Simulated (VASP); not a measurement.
# KI (Fm-3m) in VASP: notebook

KI is run at these levels: PBEsol, r2SCAN; tasks: single point.

All numbers are computed with VASP 6.6.1; they aren't measurements. Logs are shortened: lines on timing, memory, paths and dates and some standing lists are left out, and cuts for length are marked.

### Step 1. The cell of the first run

It takes space group Fm-3m (No. 225, cubic). The conventional cell has a = 7.000 Å, b = 7.000 Å, c = 7.000 Å, α = 90.00°, β = 90.00°, γ = 90.00°. Within 4.6 Å of K (site symmetry m-3m) lie 6 I at 3.50 Å. Within 4.6 Å of I (site symmetry m-3m) lie 6 K at 3.50 Å.

### Step 2. Single point, PBEsol

File INCAR:

```
PREC = Accurate ; ENCUT = 520
EDIFF = 1E-7 ; ISMEAR = -1
SIGMA = 0.05 ; LREAL = False
LASPH = True ; NELM = 60
ALGO = Normal ; ISIF = 2
LWAVE = False ; LCHARG = False
GGA = PS ; NBANDS = 15
```

File KPOINTS:

```
Automatic mesh
0
Gamma
  6 6 6
```

File POSCAR:

```
KI
1.0
    0.0000000000      3.5000000000      3.5000000000
    3.5000000000      0.0000000000      3.5000000000
    3.5000000000      3.5000000000      0.0000000000
K I
1 1
Direct
    0.0000000000      0.0000000000      0.0000000000
    0.5000000000      0.5000000000      0.5000000000
```

Potentials or basis: VASP PAW PBE potentials, release 64 (K_sv, I).

Run with:

```bash
cat potpaw_PBE.64/K_sv/POTCAR potpaw_PBE.64/I/POTCAR > POTCAR
mpirun -np 1 vasp_std > vasp.out
```

OUTCAR:

```text
PREC = Accurate
   ENCUT = 520
   EDIFF = 1E-7
   ISMEAR = -1
   LREAL = False
   LASPH = True
   NELM = 60
   ISIF = 2
   GGA = PS

 ion  position               nearest neighbor table
   1  0.000  0.000  0.000-   2 3.50   2 3.50   2 3.50   2 3.50   2 3.50   2 3.50
   2  0.500  0.500  0.500-   1 3.50   1 3.50   1 3.50   1 3.50   1 3.50   1 3.50

  LATTYP: Found a face centered cubic cell.
 ALAT       =     7.0000000000

  Lattice vectors:

 A1 = (   0.0000000000,   3.5000000000,   3.5000000000)
 A2 = (   3.5000000000,   0.0000000000,   3.5000000000)
 A3 = (   3.5000000000,   3.5000000000,   0.0000000000)

Analysis of symmetry for initial positions (statically):
=====================================================================
 Subroutine PRICEL returns:
 Original cell was already a primitive cell.

 Routine SETGRP: Setting up the symmetry group for a
 face centered cubic supercell.

 Subroutine GETGRP returns: Found 48 space group operations
 (whereof 48 operations were pure point group operations)
 out of a pool of 48 trial point group operations.

The static configuration has the point symmetry O_h .

Analysis of symmetry for dynamics (positions and initial velocities):
=====================================================================
 Subroutine PRICEL returns:
 Original cell was already a primitive cell.

 Routine SETGRP: Setting up the symmetry group for a
 face centered cubic supercell.

 Subroutine GETGRP returns: Found 48 space group operations
 (whereof 48 operations were pure point group operations)
 out of a pool of 48 trial point group operations.

The dynamic configuration has the point symmetry O_h .

 Subroutine INISYM returns: Found 48 space group operations
 (whereof 48 operations are pure point group operations),
 and found     1 'primitive' translations

----------------------------------------------------------------------------------------

                                     Primitive cell

  volume of cell :      85.7500

  direct lattice vectors                    reciprocal lattice vectors
     0.000000000  3.500000000  3.500000000    -0.142857143  0.142857143  0.142857143
     3.500000000  0.000000000  3.500000000     0.142857143 -0.142857143  0.142857143
     3.500000000  3.500000000  0.000000000     0.142857143  0.142857143 -0.142857143

  length of vectors
     4.949747468  4.949747468  4.949747468     0.247435830  0.247435830  0.247435830

  position of ions in fractional coordinates (direct lattice)
     0.000000000  0.000000000  0.000000000
     0.500000000  0.500000000  0.500000000

  ion indices of the primitive-cell ions
   primitive index   ion index
                 1           1
                 2           2

----------------------------------------------------------------------------------------

 KPOINTS: Automatic mesh

Automatic generation of k-mesh.
 Grid dimensions read from file:
 generate k-points for:    6    6    6

 Generating k-lattice:

  Cartesian coordinates                     Fractional coordinates (reciprocal lattice)
    -0.023809524  0.023809524  0.023809524     0.166666667  0.000000000  0.000000000
     0.023809524 -0.023809524  0.023809524     0.000000000  0.166666667  0.000000000
     0.023809524  0.023809524 -0.023809524     0.000000000  0.000000000  0.166666667

  Length of vectors
     0.041239305  0.041239305  0.041239305

  Shift w.r.t. Gamma in fractional coordinates (k-lattice)
     0.000000000  0.000000000  0.000000000

 Subroutine IBZKPT returns following result:
 ===========================================

 Found     16 irreducible k-points:

 Following reciprocal coordinates:
            Coordinates               Weight
  0.000000  0.000000  0.000000      1.000000
  0.166667  0.000000  0.000000      8.000000
  0.333333  0.000000  0.000000      8.000000
  0.500000  0.000000  0.000000      4.000000
  0.166667  0.166667  0.000000      6.000000
  0.333333  0.166667  0.000000     24.000000
[... 8 lines left out ...]
 -0.333333  0.333333  0.166667     24.000000
 -0.333333  0.500000  0.166667     12.000000
   k-points           NKPTS =     16   k-points in BZ     NKDIM =     16   number of bands    NBANDS=     15
   number of dos      NEDOS =    301   number of ions     NIONS =      2
   total plane-waves  NPLWV =  64000
   dimension x,y,z NGX =    40 NGY =   40 NGZ =   40
   dimension x,y,z NGXF=    80 NGYF=   80 NGZF=   80
   ions per type =               1   1
   NGX,Y,Z   is equivalent  to a cutoff of  13.43, 13.43, 13.43 a.u.
   NGXF,Y,Z  is equivalent  to a cutoff of  26.87, 26.87, 26.87 a.u.
 SYSTEM =  unknown system
   PREC   = accura    normal or accurate (medium, high low for compatibility)
   ISTART =      0    job   : 0-new  1-cont  2-samecut
   ICHARG =      2    charge: 1-file 2-atom 10-const
   ISPIN  =      1    spin polarized calculation?
   LNONCOLLINEAR =      F non collinear calculations
   LSORBIT =      F    spin-orbit coupling
   LASPH  =      T    aspherical Exc in radial PAW
   ENCUT  =  520.0 eV  38.22 Ry    6.18 a.u.   9.20  9.20  9.20*2*pi/ulx,y,z
   NELM   =     60;   NELMIN=  2; NELMDL= -5     # of ELM steps
   EDIFF  = 0.1E-06   stopping-criterion for ELM
   LREAL  =      F    real-space projection
   EDIFFG = 0.1E-05   stopping-criterion for IOM
   NSW    =      0    number of steps for IOM
   IBRION =     -1    ionic relax: 0-MD 1-quasi-New 2-CG
   NFREE  =      0    steps in history (QN), initial steepest desc. (CG)
   ISIF   =      2    stress and relaxation
   ISYM   =      2    0-nonsym 1-usesym 2-fastsym
   POTIM  = 0.5000    time-step for ionic-motion
   TEBEG  =    0.0;   TEEND  =   0.0 temperature during run
   PSTRESS=    0.0 pullay stress
   NELECT =      16.0000    total number of electrons
   NUPDOWN=      -1.0000    fix difference up-down
   EMIN   =  10.00;   EMAX   =-10.00  energy-range for DOS
   EFERMI =   0.00;   METHOD = LEGACY
   ISMEAR =    -1;   SIGMA  =   0.05  broadening in eV -4-tet -1-fermi 0-gaus
   EFERMI_NEDOS =   21; number of points for ismear=-14 and -15
   IALGO  =     38    algorithm
   IMIX   =      4    mixing-type and parameters
     AMIX     =   0.40;   BMIX     =  1.00
     AMIX_MAG =   1.60;   BMIX_MAG =  1.00
  volume/ion in A,a.u.               =      42.88       289.33
  Fermi-wavevector in a.u.,A,eV,Ry     =   0.935485  1.767810 11.906894  0.875132
  Thomas-Fermi vector in A             =   2.062397
   LORBIT       =      0    0 simple, 1 ext, 2 COOP (PROOUT), +10 PAW based schemes
   GGA     = PS    functional components
   LHFCALC =     F    Hartree Fock is set to
   AEXX    =    0.0000 exact exchange contribution
   IVDW    =     0    specifies the selected vdW correction
   LEPSILON=     F    determine dielectric tensor
   LRPA    =     F    only Hartree local field effects (RPA)
 non-spin polarized calculation
  energy-cutoff  :      520.00
  volume of cell :       85.75
 maximum number of plane-waves:      2332
 NGX is ok and might be reduce to    40
   NGX = 19   NGY = 19   NGZ = 19

 number of electron      15.9999999 magnetization

 Free energy of the ion-electron system (eV)
  ---------------------------------------------------
  ext. energy  EPLUGINS =         0.00000000
  ---------------------------------------------------
  free energy    TOTEN  =        -5.81585668 eV

  energy without entropy =       -5.81585668  energy(sigma->0) =       -5.81585668

 E-fermi :   0.7780     XC(G=0):  -7.4562

 val. band max:       -0.3622680563   @ k =   0.0000   0.0000   0.0000
 cond. band min:       3.5118262854   @ k =   0.0000   0.0000   0.0000
 fundamental gap:      3.8740943417
 Fermi energy:         0.7780026591

 k-point     1 :       0.0000    0.0000    0.0000
  band No.  band energies     occupation
      1     -28.6406      2.00000
      2     -12.1971      2.00000
      3     -12.1971      2.00000
      4     -12.1971      2.00000
      5     -10.9431      2.00000
      6      -0.3623      2.00000
      7      -0.3623      2.00000
      8      -0.3623      2.00000
      9       3.5118      0.00000
     10       6.0500      0.00000
     11       6.0500      0.00000
     12       6.0500      0.00000
     13       6.8102      0.00000
     14       6.8102      0.00000
     15       9.2695      0.00000

 k-point     2 :       0.1667    0.0000    0.0000
  band No.  band energies     occupation
      1     -28.6400      2.00000
      2     -12.2522      2.00000
      3     -12.1978      2.00000
      4     -12.1978      2.00000
      5     -10.8531      2.00000
      6      -0.8164      2.00000
      7      -0.4616      2.00000
      8      -0.4616      2.00000
      9       4.1600      0.00000
     10       5.9626      0.00000
     11       6.3511      0.00000
     12       6.3511      0.00000
     13       7.1437      0.00000
     14       7.1437      0.00000
     15      10.2022      0.00000

 k-point     3 :       0.3333    0.0000    0.0000
  band No.  band energies     occupation
      1     -28.6387      2.00000
      2     -12.3462      2.00000
      3     -12.1991      2.00000
      4     -12.1991      2.00000
      5     -10.6870      2.00000
      6      -1.4982      2.00000
      7      -0.6446      2.00000
      8      -0.6446      2.00000
      9       4.8926      0.00000
     10       6.6259      0.00000
     11       7.0823      0.00000
     12       7.0823      0.00000
     13       8.0144      0.00000
     14       8.0144      0.00000
     15       9.3801      0.00000

 k-point     4 :       0.5000    0.0000    0.0000
  band No.  band energies     occupation
      1     -28.6381      2.00000
      2     -12.3873      2.00000
      3     -12.1998      2.00000
      4     -12.1998      2.00000
      5     -10.6085      2.00000
      6      -1.7792      2.00000
      7      -0.7295      2.00000
      8      -0.7295      2.00000
      9       5.0472      0.00000
     10       7.3251      0.00000
     11       7.7584      0.00000
     12       7.7584      0.00000
     13       8.3475      0.00000
     14       8.3475      0.00000
     15       9.0636      0.00000
[... 163 lines left out ...]
 k-point    14 :       0.5000    0.3333    0.1667
  band No.  band energies     occupation
      1     -28.6379      2.00000
      2     -12.3085      2.00000
      3     -12.2207      2.00000
      4     -12.2080      2.00000
      5     -10.7020      2.00000
      6      -1.4273      2.00000
      7      -0.8654      2.00000
      8      -0.7700      2.00000
      9       5.4034      0.00000
     10       5.8820      0.00000
     11       6.8507      0.00000
     12       8.0392      0.00000
     13       8.1516      0.00000
     14       8.4410      0.00000
     15       9.6911      0.00000

 k-point    15 :      -0.3333    0.3333    0.1667
  band No.  band energies     occupation
      1     -28.6375      2.00000
      2     -12.3070      2.00000
      3     -12.2261      2.00000
      4     -12.2149      2.00000
      5     -10.6835      2.00000
      6      -1.3999      2.00000
      7      -1.0484      2.00000
      8      -0.8415      2.00000
      9       5.8102      0.00000
     10       6.1577      0.00000
     11       6.6728      0.00000
     12       7.8915      0.00000
     13       8.4264      0.00000
     14       8.8737      0.00000
     15       9.5760      0.00000

 k-point    16 :      -0.3333    0.5000    0.1667
  band No.  band energies     occupation
      1     -28.6372      2.00000
      2     -12.2530      2.00000
      3     -12.2430      2.00000
      4     -12.2268      2.00000
      5     -10.7286      2.00000
      6      -1.2935      2.00000
      7      -0.9644      2.00000
      8      -0.9477      2.00000
      9       5.1795      0.00000
     10       6.0187      0.00000
     11       6.9893      0.00000
     12       7.9752      0.00000
     13       8.2092      0.00000
     14       9.3410      0.00000
     15       9.7627      0.00000

------------------------ aborting loop because EDIFF is reached ----------------------------------------

  FORCE on cell =-STRESS in cart. coord.  units (eV):
  Direction    XX          YY          ZZ          XY          YZ          ZX
  --------------------------------------------------------------------------------------
  -------------------------------------------------------------------------------------
  Total        0.0403718      0.0403718      0.0403718      0.0000000      0.0000000     -0.0000000
  in kB        0.7543181      0.7543181      0.7543181      0.0000000      0.0000000     -0.0000000
  external PRESSURE =       0.7543181 kB  Pullay stress =       0.0000000 kB

 VOLUME and BASIS-vectors are now :
 -----------------------------------------------------------------------------
  energy-cutoff  :      520.00
  volume of cell :       85.75
      direct lattice vectors                 reciprocal lattice vectors
     0.000000000  3.500000000  3.500000000    -0.142857143  0.142857143  0.142857143
     3.500000000  0.000000000  3.500000000     0.142857143 -0.142857143  0.142857143
     3.500000000  3.500000000  0.000000000     0.142857143  0.142857143 -0.142857143

 POSITION                                       TOTAL-FORCE (eV/Angst)
 -----------------------------------------------------------------------------------
      0.00000      0.00000      0.00000        -0.000000     -0.000000     -0.000000
      3.50000      3.50000      3.50000         0.000000      0.000000      0.000000
 -----------------------------------------------------------------------------------
    total drift:                                0.000000     -0.000000     -0.000000

  FREE ENERGIE OF THE ION-ELECTRON SYSTEM (eV)
  ---------------------------------------------------
  free  energy   TOTEN  =        -5.8158566762 eV

  energy  without entropy=       -5.8158566762  energy(sigma->0) =       -5.81585668
```

It took 12 s on 1 thread of Intel Xeon 6975P-C (Granite Rapids), shared host; peak memory 0.23 GiB.

Results:

```yaml
Free_energy: -5.8159 eV
Pressure: 0.1 GPa
Band_gap_on_the_k_mesh: 3.87 eV, direct
```

Caveat: the PAW data sets were made with another functional, which shifts forces and pressure a little; spin-orbit coupling is left out, which moves the levels of the heavy elements. A hybrid or GW would open this gap; PBEsol tends to underestimate it.

(Part 1 of 2 ends here.)
